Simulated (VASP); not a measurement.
# Ru in VASP: further runs, part 2 of 2

VASP 6.6.1.

## 4. Single point, LDA (atoms displaced along several vibrational modes)

The input, INCAR:

```
SYSTEM = Ru
PREC = Accurate
ENCUT = 520
EDIFF = 1E-7
ISMEAR = 0
SIGMA = 0.15
LREAL = .FALSE.
LASPH = .TRUE.
NELM = 60
ALGO = Fast
ISIF = 2
LWAVE = .FALSE.
LCHARG = .FALSE.
GGA = CA
NBANDS = 21
```

The input, KPOINTS:

```
regular mesh
0
G
  21 21 10
  0 0 0
```

The input, POSCAR:

```
Ru
1.0
    2.6740588025      0.0000000000      0.0000000000
   -1.3370294013      2.3158028542      0.0000000000
    0.0000000000      0.0000000000      4.2267610266
Ru
2
Direct
    0.2910613600      0.6868324592      0.2500000000
    0.7089386400      0.3131675408      0.7500000000
```

Potentials or basis: VASP PAW LDA potentials, release 64 (Ru_pv).

Command:

```
$ cat potpaw_LDA.64/Ru_pv/POTCAR > POTCAR
$ mpirun -np 1 vasp_std > vasp.out
```

OUTCAR:

```text
SYSTEM = Ru
   PREC = Accurate
   ENCUT = 520
   EDIFF = 1E-7
   ISMEAR = 0
   LREAL = .FALSE.
   LASPH = .TRUE.
   NELM = 60
   ISIF = 2
   GGA = CA

 ion  position               nearest neighbor table
   1  0.291  0.687  0.250-   2 2.52   2 2.52   2 2.58   2 2.58   2 2.80   2 2.80
   2  0.709  0.313  0.750-   1 2.52   1 2.52   1 2.58   1 2.58   1 2.80   1 2.80

  LATTYP: Found a hexagonal cell.
 ALAT       =     2.6740588025
 C/A-ratio  =     1.5806537323

  Lattice vectors:

 A1 = (   2.6740588025,   0.0000000000,   0.0000000000)
 A2 = (  -1.3370294013,   2.3158028542,   0.0000000000)
 A3 = (   0.0000000000,   0.0000000000,   4.2267610266)

Analysis of symmetry for initial positions (statically):
=====================================================================
 Subroutine PRICEL returns:
 Original cell was already a primitive cell.

 Routine SETGRP: Setting up the symmetry group for a
 hexagonal supercell.

 Subroutine GETGRP returns: Found  4 space group operations
 (whereof  2 operations were pure point group operations)
 out of a pool of 24 trial point group operations.

The static configuration has the point symmetry S_2 .
 The point group associated with its full space group is C_2h.

Analysis of symmetry for dynamics (positions and initial velocities):
=====================================================================
 Subroutine PRICEL returns:
 Original cell was already a primitive cell.

 Routine SETGRP: Setting up the symmetry group for a
 hexagonal supercell.

 Subroutine GETGRP returns: Found  4 space group operations
 (whereof  2 operations were pure point group operations)
 out of a pool of 24 trial point group operations.

The dynamic configuration has the point symmetry S_2 .
 The point group associated with its full space group is C_2h.

 Subroutine INISYM returns: Found  4 space group operations
 (whereof  2 operations are pure point group operations),
 and found     1 'primitive' translations

[... 109 lines left out ...]
   ISMEAR =     0;   SIGMA  =   0.15  broadening in eV -4-tet -1-fermi 0-gaus
   EFERMI_NEDOS =   21; number of points for ismear=-14 and -15
   IALGO  =     68    algorithm
   IMIX   =      4    mixing-type and parameters
     AMIX     =   0.40;   BMIX     =  1.00
     AMIX_MAG =   1.60;   BMIX_MAG =  1.00
  volume/ion in A,a.u.               =      13.09        88.32
  Fermi-wavevector in a.u.,A,eV,Ry     =   1.674303  3.163974 38.141091  2.803291
  Thomas-Fermi vector in A             =   2.759122
   LORBIT       =      0    0 simple, 1 ext, 2 COOP (PROOUT), +10 PAW based schemes
   GGA     = CA    functional components
   LHFCALC =     F    Hartree Fock is set to
   AEXX    =    0.0000 exact exchange contribution
   IVDW    =     0    specifies the selected vdW correction
   LEPSILON=     F    determine dielectric tensor
   LRPA    =     F    only Hartree local field effects (RPA)
 non-spin polarized calculation
 RMM-DIIS sequential band-by-band and
 Gauss-broadening in eV      SIGMA  =   0.15
  energy-cutoff  :      520.00
  volume of cell :       26.17
 maximum number of plane-waves:       732
   NGX =  9   NGY =  9   NGZ = 15

 number of electron      27.9999993 magnetization

 Free energy of the ion-electron system (eV)
  ---------------------------------------------------
  ext. energy  EPLUGINS =         0.00000000
  ---------------------------------------------------
  free energy    TOTEN  =       -21.05278377 eV

  energy without entropy =      -21.03251643  energy(sigma->0) =      -21.04265010

 E-fermi :  13.4669     XC(G=0): -14.5991

 val. band max:       13.4658854299   @ k =  -0.3333   0.2857   0.0000
 cond. band min:      13.4688552778   @ k =  -0.3810   0.3333   0.3000
 fundamental gap:      0.0029698479
 Fermi energy:        13.4669097782

 k-point     1 :       0.0000    0.0000    0.0000
  band No.  band energies     occupation
      1     -30.2617      2.00000
      2     -29.2214      2.00000
      3     -29.0112      2.00000
      4     -28.9817      2.00000
      5     -28.8947      2.00000
      6     -28.8549      2.00000
[... 565 lines left out ...]
     20      24.5170      0.00000
     21      24.6024      0.00000

 [... further k-points ...]

------------------------ aborting loop because EDIFF is reached ----------------------------------------

  FORCE on cell =-STRESS in cart. coord.  units (eV):
  Direction    XX          YY          ZZ          XY          YZ          ZX
  --------------------------------------------------------------------------------------
  -------------------------------------------------------------------------------------
  Total       -0.0239639      0.7497204      1.8860297      0.9651645      0.0000000      0.0000000
  in kB       -1.4668574     45.8912281    115.4459970     59.0788063      0.0000000      0.0000000
  external PRESSURE =      53.2901226 kB  Pullay stress =       0.0000000 kB

 VOLUME and BASIS-vectors are now :
 -----------------------------------------------------------------------------
  energy-cutoff  :      520.00
  volume of cell :       26.17
      direct lattice vectors                 reciprocal lattice vectors
     2.674058802  0.000000000  0.000000000     0.373963355  0.215907843  0.000000000
    -1.337029401  2.315802854  0.000000000     0.000000000  0.431815687  0.000000000
     0.000000000  0.000000000  4.226761027     0.000000000  0.000000000  0.236587778

 POSITION                                       TOTAL-FORCE (eV/Angst)
 -----------------------------------------------------------------------------------
     -0.14000      1.59057      1.05669         2.154374     -0.815417      0.000000
      1.47703      0.72523      3.17007        -2.154374      0.815417      0.000000
 -----------------------------------------------------------------------------------
    total drift:                               -0.000000      0.000000     -0.000000

  FREE ENERGIE OF THE ION-ELECTRON SYSTEM (eV)
  ---------------------------------------------------
  free  energy   TOTEN  =       -21.0527837683 eV

  energy  without entropy=      -21.0325164270  energy(sigma->0) =      -21.04265010
```

Wall time 4.1 min (1 thread of Intel Xeon 6975P-C (Granite Rapids), shared host); peak memory 0.61 GiB.

What came out:

| Quantity | Value |
| --- | --- |
| Free energy | -21.0528 eV |
| Pressure | 5.3 GPa |
| Largest force | 2.304 eV/Å |
| Band gap on the k mesh | zero (bands 14 and 15 overlap by 3.16 eV) |

Forces on the atoms (eV/Å):
```
Ru   2.154 -0.815  0.000
Ru  -2.154  0.815  0.000
```

Levels at points of the mesh, in eV from the Fermi level:
```tsv
k point	band 10	band 11	band 12	band 13	band 14	band 15	band 16	band 17	band 18	band 19
(0.00, 0.00, 0.00)	-3.02	-2.44	-2.37	-1.91	-1.68	-0.41	0.04	1.28	2.18	9.91
(0.00, 0.00, 0.50)	-3.03	-2.94	-2.94	-2.74	-2.74	0.08	0.08	0.60	0.60	9.92
```

Caveat: the cell differs from its parent crystal (atoms displaced along several vibrational modes); the stress differs along the axes, from -0 to 12 GPa; forces of over 1 eV/Å act on the atoms, so gaps and moduli don't describe the material at rest.

## 5. Summary

| cell | further INCAR settings | gap on the mesh (eV) | pressure (GPa) | largest force (eV/Å) |
| --- | --- | --- | --- | --- |
| as given, atomic positions A | ALGO = Fast; EDIFF = 1e-06; NBANDS = 21 | none | 3.1 | 1.35 |
| as given, atomic positions B | ALGO = Fast; EDIFF = 1e-06; NBANDS = 21 | none | 2.8 | 1.49 |
| as given, atomic positions C | ALGO = Fast; EDIFF = 1e-07; NBANDS = 21 | none | 5.3 | 2.30 |

Alike in all rows: task single point; level LDA; potentials or basis VASP PAW LDA potentials, release 64 (Ru_pv); no spin polarisation; k mesh 21 × 21 × 10; cutoff (eV) 520; smearing gaussian 0.15 eV.

Caveats: forces of over 1 eV/Å act on the atoms, so gaps and moduli don't describe the material at rest; the stress differs along the axes, from -1 to 5 GPa (at least some runs); the stress differs along the axes, from -2 to 6 GPa (at least some runs); the stress differs along the axes, from -0 to 12 GPa (at least some runs).

Total energies depend on the potentials used, so only differences within one code and one set of settings carry meaning.
